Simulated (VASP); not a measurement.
Input of a VASP 6.6.1 run:

INCAR

```
SYSTEM = Mo
ALGO = Normal
EDIFF = 1E-7
ENCUT = 520
GGA = PS
ISIF = 2
ISMEAR = -1
LASPH = .TRUE.
LCHARG = .TRUE.
LELF = .TRUE.
LREAL = .FALSE.
LVHAR = .TRUE.
LWAVE = .FALSE.
NBANDS = 36
NELM = 60
PREC = Accurate
SIGMA = 0.1
```

File KPOINTS:

```
k-points
0
G
  15 15 4
  0 0 0
```

File POSCAR:

```
Mo
1.0
    2.6735418169      0.0000000000      0.0000000000
   -1.3367709085      2.3153551315      0.0000000000
    0.0000000000      0.0000000000      9.2593191800
Mo
4
Direct
    1.0000000000      0.0000000000      0.0000000000
    1.0000000000      0.0000000000      0.5000000000
    0.3333333333      0.6666666667      0.2500000000
    0.6666666667      0.3333333333      0.7500000000
```

Potentials or basis: VASP PAW PBE potentials, release 64 (Mo_sv).

Command:

```console
$ cat potpaw_PBE.64/Mo_sv/POTCAR > POTCAR
$ mpirun -np 1 vasp_std > vasp.out
```

(1) Estimate the pressure.

(2) Predict the band gap on the k mesh.

Answers

(1) 26.1 GPa.

(2) zero (bands 28 and 29 overlap by 1.90 eV).

Caveat: the cell stands under pressure; the PAW data sets were made with another functional, which shifts forces and pressure a little.
